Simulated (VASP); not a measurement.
Here is a VASP 6.6.1 calculation.

INCAR

```
SYSTEM = ZrB2
PREC = Accurate ; ENCUT = 500
EDIFF = 1E-6 ; ISMEAR = -1
SIGMA = 0.05 ; LREAL = .FALSE.
LASPH = .TRUE. ; NELM = 120
ALGO = Normal ; ISIF = 2
LWAVE = .FALSE. ; LCHARG = .TRUE.
LELF = .TRUE. ; LVHAR = .TRUE.
NBANDS = 16 ; GGA_COMPAT = .FALSE.
```

KPOINTS

```
Automatic mesh
0
G
  10 10 8
  0 0 0
```

File POSCAR:

```
ZrB2
1.0
    3.1700000000      0.0000000000      0.0000000000
   -1.5850000000      2.7453005300      0.0000000000
    0.0000000000      0.0000000000      3.5330000000
Zr B
1 2
Direct
    0.0000000000      0.0000000000      0.0000000000
    0.3333333333      0.6666666667      0.5000000000
    0.6666666667      0.3333333333      0.5000000000
```

Potentials or basis: VASP PAW LDA potentials, release 64 (Zr_sv, B).

Run with:

```bash
$ cat potpaw_LDA.64/Zr_sv/POTCAR potpaw_LDA.64/B/POTCAR > POTCAR
$ mpirun -np 1 vasp_std > vasp.out
```

(1) Predict the pressure.

(2) What does it give for the band gap on the k mesh?

Results:

(1) -8.3 GPa.

(2) zero (bands 9 and 10 overlap by 0.80 eV).

Caveat: the cell stands under tension.
